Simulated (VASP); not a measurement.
# Pd (Fm-3m) in VASP: single point with LDA

Aim: the single point of Pd with LDA.

All numbers are computed with VASP 6.6.1; they aren't measurements. Logs are shortened: lines on timing, memory, paths and dates and some standing lists are left out, and cuts for length are marked.

## (1) The cell of the first run

Symmetry: Fm-3m, No. 225, cubic system. The conventional cell has a = 3.847 Å, b = 3.847 Å, c = 3.847 Å, α = 90.00°, β = 90.00°, γ = 90.00°. Within 3.6 Å of Pd (site symmetry m-3m) lie 12 Pd at 2.72 Å.

## (2) Single point, LDA

INCAR reads:

```
SYSTEM = Pd
  PREC = Accurate
  ENCUT = 520
  EDIFF = 1E-6
  ISMEAR = -1
  SIGMA = 0.13605693000000002
  LREAL = .FALSE.
  LASPH = .TRUE.
  NELM = 100
  ALGO = Normal
  ISIF = 2
  LWAVE = .FALSE.
  LCHARG = .TRUE.
  LELF = .TRUE.
  LVHAR = .TRUE.
  NBANDS = 11
```

KPOINTS reads:

```
Automatic mesh
0
G
  15 15 15
  0 0 0
```

POSCAR reads:

```
Pd
1.0
    0.0000000000      1.9234850621      1.9234850621
    1.9234850621      0.0000000000      1.9234850621
    1.9234850621      1.9234850621      0.0000000000
Pd
1
Direct
    0.0000000000      0.0000000000      0.0000000000
```

Potentials or basis: VASP PAW LDA potentials, release 64 (Pd).

On the command line:

```
cat potpaw_LDA.64/Pd/POTCAR > POTCAR
mpirun -np 1 vasp_std > vasp.out
```

OUTCAR:

```text
SYSTEM = Pd
   PREC = Accurate
   ENCUT = 520
   EDIFF = 1E-6
   ISMEAR = -1
   LREAL = .FALSE.
   LASPH = .TRUE.
   NELM = 100
   ISIF = 2

 ion  position               nearest neighbor table
   1  0.000  0.000  0.000-

  LATTYP: Found a face centered cubic cell.
 ALAT       =     3.8469701242

  Lattice vectors:

 A1 = (   0.0000000000,   1.9234850621,   1.9234850621)
 A2 = (   1.9234850621,   0.0000000000,   1.9234850621)
 A3 = (   1.9234850621,   1.9234850621,   0.0000000000)

Analysis of symmetry for initial positions (statically):
=====================================================================
 Subroutine PRICEL returns:
 Original cell was already a primitive cell.

 Routine SETGRP: Setting up the symmetry group for a
 face centered cubic supercell.

 Subroutine GETGRP returns: Found 48 space group operations
 (whereof 48 operations were pure point group operations)
 out of a pool of 48 trial point group operations.

The static configuration has the point symmetry O_h .

Analysis of symmetry for dynamics (positions and initial velocities):
=====================================================================
 Subroutine PRICEL returns:
 Original cell was already a primitive cell.

 Routine SETGRP: Setting up the symmetry group for a
 face centered cubic supercell.

 Subroutine GETGRP returns: Found 48 space group operations
 (whereof 48 operations were pure point group operations)
 out of a pool of 48 trial point group operations.

The dynamic configuration has the point symmetry O_h .

 Subroutine INISYM returns: Found 48 space group operations
 (whereof 48 operations are pure point group operations),
 and found     1 'primitive' translations

----------------------------------------------------------------------------------------

                                     Primitive cell

  volume of cell :      14.2330

  direct lattice vectors                    reciprocal lattice vectors
     0.000000000  1.923485062  1.923485062    -0.259944831  0.259944831  0.259944831
     1.923485062  0.000000000  1.923485062     0.259944831 -0.259944831  0.259944831
     1.923485062  1.923485062  0.000000000     0.259944831  0.259944831 -0.259944831

  length of vectors
     2.720218662  2.720218662  2.720218662     0.450237655  0.450237655  0.450237655

  position of ions in fractional coordinates (direct lattice)
     0.000000000  0.000000000  0.000000000

  ion indices of the primitive-cell ions
   primitive index   ion index
                 1           1

----------------------------------------------------------------------------------------
[... 79 lines left out ...]
   TEBEG  =    0.0;   TEEND  =   0.0 temperature during run
   PSTRESS=    0.0 pullay stress
   NELECT =      10.0000    total number of electrons
   NUPDOWN=      -1.0000    fix difference up-down
   EMIN   =  10.00;   EMAX   =-10.00  energy-range for DOS
   EFERMI =   0.00;   METHOD = LEGACY
   ISMEAR =    -1;   SIGMA  =   0.14  broadening in eV -4-tet -1-fermi 0-gaus
   EFERMI_NEDOS =   21; number of points for ismear=-14 and -15
   IALGO  =     38    algorithm
   IMIX   =      4    mixing-type and parameters
     AMIX     =   0.40;   BMIX     =  1.00
     AMIX_MAG =   1.60;   BMIX_MAG =  1.00
  volume/ion in A,a.u.               =      14.23        96.05
  Fermi-wavevector in a.u.,A,eV,Ry     =   1.455379  2.750267 28.818870  2.118127
  Thomas-Fermi vector in A             =   2.572420
   LORBIT       =      0    0 simple, 1 ext, 2 COOP (PROOUT), +10 PAW based schemes
   GGA     = CA    functional components
   LHFCALC =     F    Hartree Fock is set to
   AEXX    =    0.0000 exact exchange contribution
   IVDW    =     0    specifies the selected vdW correction
   LEPSILON=     F    determine dielectric tensor
   LRPA    =     F    only Hartree local field effects (RPA)
 non-spin polarized calculation
  energy-cutoff  :      520.00
  volume of cell :       14.23
 maximum number of plane-waves:       391
   NGX = 11   NGY = 11   NGZ = 11

 number of electron      10.0000004 magnetization

 Free energy of the ion-electron system (eV)
  ---------------------------------------------------
  ext. energy  EPLUGINS =         0.00000000
  ---------------------------------------------------
  free energy    TOTEN  =        -6.55574189 eV

  energy without entropy =       -6.45883989  energy(sigma->0) =       -6.50729089

 E-fermi :  10.2642     XC(G=0): -13.7367

 val. band max:       10.2459918995   @ k =  -0.4667   0.3333   0.0667
 cond. band min:      10.2768149410   @ k =   0.4667   0.2000   0.0000
 fundamental gap:      0.0308230414
 Fermi energy:        10.2641905151

 k-point     1 :       0.0000    0.0000    0.0000
  band No.  band energies     occupation
      1       2.6982      2.00000
      2       7.1789      2.00000
      3       7.1789      2.00000
      4       7.1789      2.00000
      5       8.9182      1.99990
      6       8.9182      1.99990
      7      27.3573      0.00000
      8      32.2781      0.00000
      9      32.2781      0.00000
     10      32.2781      0.00000
     11      35.8539      0.00000
[... 309 lines left out ...]
 k-point    24 :       0.2000    0.1333    0.0000
  band No.  band energies     occupation
      1       4.0617      2.00000
      2       6.5006      2.00000
      3       7.7310      2.00000
      4       7.7888      2.00000
      5       8.3899      2.00000
      6       9.2194      1.99908
      7      28.4490      0.00000
      8      29.1521      0.00000
      9      31.1230      0.00000
     10      31.8951      0.00000
     11      35.8237      0.00000

 [... further k-points ...]

------------------------ aborting loop because EDIFF is reached ----------------------------------------

  FORCE on cell =-STRESS in cart. coord.  units (eV):
  Direction    XX          YY          ZZ          XY          YZ          ZX
  --------------------------------------------------------------------------------------
  -------------------------------------------------------------------------------------
  Total       -0.0462974     -0.0462974     -0.0462974      0.0000000     -0.0000000      0.0000000
  in kB       -5.2115929     -5.2115929     -5.2115929      0.0000000     -0.0000000      0.0000000
  external PRESSURE =      -5.2115929 kB  Pullay stress =       0.0000000 kB

 VOLUME and BASIS-vectors are now :
 -----------------------------------------------------------------------------
  energy-cutoff  :      520.00
  volume of cell :       14.23
      direct lattice vectors                 reciprocal lattice vectors
     0.000000000  1.923485062  1.923485062    -0.259944831  0.259944831  0.259944831
     1.923485062  0.000000000  1.923485062     0.259944831 -0.259944831  0.259944831
     1.923485062  1.923485062  0.000000000     0.259944831  0.259944831 -0.259944831

 POSITION                                       TOTAL-FORCE (eV/Angst)
 -----------------------------------------------------------------------------------
      0.00000      0.00000      0.00000        -0.000000     -0.000000     -0.000000
 -----------------------------------------------------------------------------------
    total drift:                                0.000000     -0.000000     -0.000000

  FREE ENERGIE OF THE ION-ELECTRON SYSTEM (eV)
  ---------------------------------------------------
  free  energy   TOTEN  =        -6.5557418914 eV

  energy  without entropy=       -6.4588398905  energy(sigma->0) =       -6.50729089
```

OSZICAR:

```text
N       E                     dE             d eps       ncg     rms          rms(c)
DAV:   1     0.415288857860E+02    0.41529E+02   -0.51086E+03  2672   0.853E+02
DAV:   2    -0.633500273148E+01   -0.47864E+02   -0.46291E+02  2952   0.183E+02
DAV:   3    -0.690193742471E+01   -0.56693E+00   -0.56511E+00  3181   0.216E+01
DAV:   4    -0.690412644562E+01   -0.21890E-02   -0.21887E-02  3213   0.140E+00
DAV:   5    -0.690414768596E+01   -0.21240E-04   -0.21241E-04  3460   0.127E-01    0.906E+00
DAV:   6    -0.657548656994E+01    0.32866E+00   -0.13109E+00  3288   0.933E+00    0.430E+00
DAV:   7    -0.656130565102E+01    0.14181E-01   -0.36308E-02  3515   0.118E+00    0.218E+00
DAV:   8    -0.655578017579E+01    0.55255E-02   -0.22779E-03  3327   0.496E-01    0.986E-02
DAV:   9    -0.655573770503E+01    0.42471E-04   -0.24062E-04  3479   0.131E-01    0.137E-02
DAV:  10    -0.655574202903E+01   -0.43240E-05   -0.31047E-06  3337   0.139E-02    0.106E-02
DAV:  11    -0.655574189142E+01    0.13761E-06   -0.44273E-08  2292   0.195E-03
   1 F= -.65557419E+01 E0= -.65072909E+01  d E =-.969020E-01
```

It took 19 s on 1 thread of Intel Xeon 8259CL, shared host; peak memory 0.13 GiB.

Results:

```
Free energy            : -6.5557 eV
Pressure               : -0.5 GPa
Band gap on the k mesh : zero (band 5 reaches 10.50 eV, above the bottom of band 6 at 8.84 eV)
```
